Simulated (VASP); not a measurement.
# CsPbCl3 (P4/mmm) in VASP: notebook, part 2 of 2

VASP 6.6.1. Earlier steps stand in the parts before.

**3. Single point, PBEsol**

This run uses another cell than the first one, of the same volume but with other edges.

The input, INCAR:

```
SYSTEM = CsPbCl3
PREC = Accurate
ENCUT = 520
EDIFF = 1E-6
ISMEAR = 0
SIGMA = 0.05
LREAL = .FALSE.
LASPH = .TRUE.
NELM = 60
ALGO = Normal
ISIF = 2
LWAVE = .FALSE.
LCHARG = .FALSE.
GGA = PS
NBANDS = 30
```

The input, KPOINTS:

```
Automatic mesh
0
G
  6 6 6
  0 0 0
```

The input, POSCAR:

```
CsPbCl3
1.0
    5.1356391333      0.0000000000      0.0000000000
    0.0000000000      5.1356391333      0.0000000000
    0.0000000000      0.0000000000      6.6763308732
Cs Pb Cl
1 1 3
Direct
    0.0000000000      0.0000000000      0.0000000000
    0.5000000000      0.5000000000      0.5000000000
    0.0000000000      0.5000000000      0.5000000000
    0.5000000000      0.0000000000      0.5000000000
    0.5000000000      0.5000000000      0.0000000000
```

Potentials or basis: VASP PAW PBE potentials, release 64 (Cs_sv, Pb_d, Cl).

Command:

```sh
> cat potpaw_PBE.64/Cs_sv/POTCAR potpaw_PBE.64/Pb_d/POTCAR potpaw_PBE.64/Cl/POTCAR > POTCAR
> mpirun -np 1 vasp_std > vasp.out
```

OUTCAR:

```text
SYSTEM = CsPbCl3
   PREC = Accurate
   ENCUT = 520
   EDIFF = 1E-6
   ISMEAR = 0
   LREAL = .FALSE.
   LASPH = .TRUE.
   NELM = 60
   ISIF = 2
   GGA = PS

 ion  position               nearest neighbor table
   1  0.000  0.000  0.000-
   2  0.500  0.500  0.500-   3 2.57   4 2.57   4 2.57   3 2.57   5 3.34   5 3.34
   3  0.000  0.500  0.500-   2 2.57   2 2.57
   4  0.500  0.000  0.500-   2 2.57   2 2.57
   5  0.500  0.500  0.000-   2 3.34   2 3.34

  LATTYP: Found a simple tetragonal cell.
 ALAT       =     5.1356391333
 C/A-ratio  =     1.3000000000

  Lattice vectors:

 A1 = (   5.1356391333,   0.0000000000,   0.0000000000)
 A2 = (   0.0000000000,   5.1356391333,   0.0000000000)
 A3 = (   0.0000000000,   0.0000000000,   6.6763308732)

Analysis of symmetry for initial positions (statically):
=====================================================================
 Subroutine PRICEL returns:
 Original cell was already a primitive cell.

 Routine SETGRP: Setting up the symmetry group for a
 simple tetragonal supercell.
[... 173 lines left out ...]

 E-fermi :   2.6046     XC(G=0):  -7.9600

 val. band max:        2.5724794383   @ k =   0.5000   0.5000   0.5000
 cond. band min:       2.6367062879   @ k =   0.5000   0.5000   0.5000
 fundamental gap:      0.0642268496
 Fermi energy:         2.6045928657

 k-point     1 :       0.0000    0.0000    0.0000
  band No.  band energies     occupation
      1     -19.5726      2.00000
      2     -15.4546      2.00000
      3     -15.2188      2.00000
      4     -14.7667      2.00000
      5     -14.7667      2.00000
      6     -14.6932      2.00000
[... 781 lines left out ...]
     29       7.9540      0.00000
     30       8.1488      0.00000

 [... further k-points ...]

------------------------ aborting loop because EDIFF is reached ----------------------------------------

  FORCE on cell =-STRESS in cart. coord.  units (eV):
  Direction    XX          YY          ZZ          XY          YZ          ZX
  --------------------------------------------------------------------------------------
  -------------------------------------------------------------------------------------
  Total        8.1731893      8.1731893     -3.6018595      0.0000000     -0.0000000      0.0000000
  in kB       74.3661486     74.3661486    -32.7725697      0.0000000     -0.0000000      0.0000000
  external PRESSURE =      38.6532425 kB  Pullay stress =       0.0000000 kB

 VOLUME and BASIS-vectors are now :
 -----------------------------------------------------------------------------
  energy-cutoff  :      520.00
  volume of cell :      176.09
      direct lattice vectors                 reciprocal lattice vectors
     5.135639133  0.000000000  0.000000000     0.194717731  0.000000000  0.000000000
     0.000000000  5.135639133  0.000000000     0.000000000  0.194717731  0.000000000
     0.000000000  0.000000000  6.676330873     0.000000000  0.000000000  0.149782870

 POSITION                                       TOTAL-FORCE (eV/Angst)
 -----------------------------------------------------------------------------------
      0.00000      0.00000      0.00000         0.000000      0.000000      0.000000
      2.56782      2.56782      3.33817         0.000000      0.000000      0.000000
      0.00000      2.56782      3.33817         0.000000      0.000000      0.000000
      2.56782      0.00000      3.33817         0.000000      0.000000      0.000000
      2.56782      2.56782      0.00000         0.000000      0.000000      0.000000
 -----------------------------------------------------------------------------------
    total drift:                                0.000000      0.000000     -0.000000

  FREE ENERGIE OF THE ION-ELECTRON SYSTEM (eV)
  ---------------------------------------------------
  free  energy   TOTEN  =       -17.2931931921 eV

  energy  without entropy=      -17.2930202817  energy(sigma->0) =      -17.29310674
```

OSZICAR:

```text
N       E                     dE             d eps       ncg     rms          rms(c)
DAV:   1     0.415629052927E+03    0.41563E+03   -0.19419E+04  2400   0.135E+03
DAV:   2     0.372230278839E+02   -0.37841E+03   -0.35892E+03  2750   0.317E+02
DAV:   3    -0.159538952592E+02   -0.53177E+02   -0.52366E+02  3120   0.126E+02
DAV:   4    -0.179881381844E+02   -0.20342E+01   -0.20253E+01  3056   0.294E+01
DAV:   5    -0.180672743216E+02   -0.79136E-01   -0.79104E-01  3178   0.551E+00    0.829E+00
DAV:   6    -0.173286961470E+02    0.73858E+00   -0.13474E+00  3310   0.115E+01    0.498E+00
DAV:   7    -0.172881233929E+02    0.40573E-01   -0.66489E-01  3494   0.540E+00    0.175E+00
DAV:   8    -0.172938563308E+02   -0.57329E-02   -0.11676E-01  3402   0.271E+00    0.414E-01
DAV:   9    -0.172926650522E+02    0.11913E-02   -0.20890E-02  3294   0.117E+00    0.175E-01
DAV:  10    -0.172929839837E+02   -0.31893E-03   -0.18595E-03  3244   0.280E-01    0.634E-02
DAV:  11    -0.172931846328E+02   -0.20065E-03   -0.37988E-04  3238   0.137E-01    0.236E-02
DAV:  12    -0.172931906704E+02   -0.60377E-05   -0.14824E-05  3666   0.300E-02    0.145E-02
DAV:  13    -0.172931931789E+02   -0.25085E-05   -0.10136E-05  2808   0.160E-02    0.240E-03
DAV:  14    -0.172931931921E+02   -0.13154E-07   -0.38535E-07  1882   0.484E-03
   1 F= -.17293193E+02 E0= -.17293107E+02  d E =-.172910E-03
```

stdout:

```text
POSCAR found type information on POSCAR CsPbCl
 POSCAR found :  3 types and       5 ions
 scaLAPACK will be used
 -----------------------------------------------------------------------------
|                                                                             |
|                                                                             |
|     You enforced a specific xc type in the INCAR file but a different       |
|     I HOPE YOU KNOW WHAT YOU ARE DOING!                                     |
|                                                                             |
 -----------------------------------------------------------------------------

 LDA part: xc-table for (Slater+PW92), standard interpolation
 POSCAR, INCAR and KPOINTS ok, starting setup
 FFT: planning ... GRIDC
 FFT: planning ... GRID_SOFT
 FFT: planning ... GRID
 WAVECAR not read
 entering main loop
```

Run time: 82 s. Hardware: 1 thread of Intel Xeon 6975P-C (Granite Rapids), shared host; peak memory 0.38 GiB.

What came out:

* Free energy: -17.2932 eV
* Pressure: 3.9 GPa
* Band gap on the k mesh: 0.06 eV

Levels at points of the mesh, in eV from the valence-band top:
| k point | band 18 | band 19 | band 20 | band 21 | band 22 | band 23 | band 24 | band 25 | band 26 | band 27 |
| --- | --- | --- | --- | --- | --- | --- | --- | --- | --- | --- |
| (0.00, 0.00, 0.00) | -3.58 | -3.58 | -3.26 | -3.10 | -3.10 | 2.28 | 3.10 | 3.22 | 3.76 | 4.24 |
| (0.50, 0.00, 0.00) | -3.82 | -3.50 | -3.37 | -3.33 | -1.64 | 2.34 | 2.83 | 3.87 | 4.71 | 4.79 |
| (0.50, 0.50, 0.00) | -3.52 | -3.16 | -3.16 | -2.95 | -0.23 | 1.57 | 1.99 | 1.99 | 4.53 | 4.53 |
| (0.00, 0.00, 0.50) | -3.60 | -3.60 | -3.12 | -3.12 | -3.11 | 1.81 | 3.47 | 3.52 | 4.29 | 5.03 |
| (0.50, 0.00, 0.50) | -3.85 | -3.40 | -3.36 | -3.25 | -1.42 | 1.00 | 2.67 | 4.20 | 4.48 | 4.87 |
| (0.50, 0.50, 0.50) | -3.36 | -3.03 | -3.03 | -2.94 | 0.00 | 0.06 | 1.70 | 1.70 | 3.86 | 4.11 |

Caveat: the cell stands under pressure; the PAW data sets were made with another functional, which shifts forces and pressure a little; spin-orbit coupling is left out, which moves the levels of the heavy elements. A k mesh can miss the band edges.
